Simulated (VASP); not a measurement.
## WS2: single point with PBE+D3(BJ)

System: WS2, a slab with vacuum.

```xyz
6
Lattice="3.1595 0.0000 0.0000 -1.5798 2.7362 0.0000 0.0000 0.0000 23.8043" Properties=species:S:1:pos:R:3 pbc="T T T"
S     0.0000    1.8242    4.5000
S     0.0000    1.8242    7.6521
S     0.0000    3.6483   11.4921
S     0.0000    3.6483   14.6443
W     1.5798    0.9121    6.0761
W     1.5798    2.7362   13.0682
```

This cell differs from its parent crystal: layers slid over each other.

```yaml
Program: VASP 6.6.1
Task: single point
Functional: PBE
Dispersion: D3(BJ)
Potentials_or_basis: VASP PAW PBE potentials, release 64 (S, W_sv)
Cutoff: 520 eV
k_mesh: 9 × 9 × 1
Occupations: gaussian, width 0.05 eV
Spin: no spin polarisation
```

```json
{
  "Largest force": "0.077 eV/Å",
  "Band gap on the k mesh": "1.86 eV (least direct gap 1.92 eV)",
  "Dispersion energy per atom": "-0.342 eV"
}
```

Forces on the atoms (eV/Å):
```
S    0.000  0.000  0.004
S    0.000  0.000  0.077
S    0.000  0.000 -0.076
S    0.000  0.000 -0.003
W    0.000  0.000  0.040
W    0.000  0.000 -0.041
```

Levels at points of the mesh, in eV from the valence-band top:
```
           k point  band 24  band 25  band 26  band 27  band 28  band 29
(0.00, 0.00, 0.00)    -1.62    -0.33     0.00     2.87     2.87     2.89
```

Run time: 60 s on 1 thread of Intel(R) Xeon(R) 6975P-C (Granite Rapids), with other jobs on the host, peak memory 0.33 GiB.

Caveat: the cell differs from its parent crystal (layers slid over each other); spin-orbit coupling is left out, which moves the levels of the heavy elements.
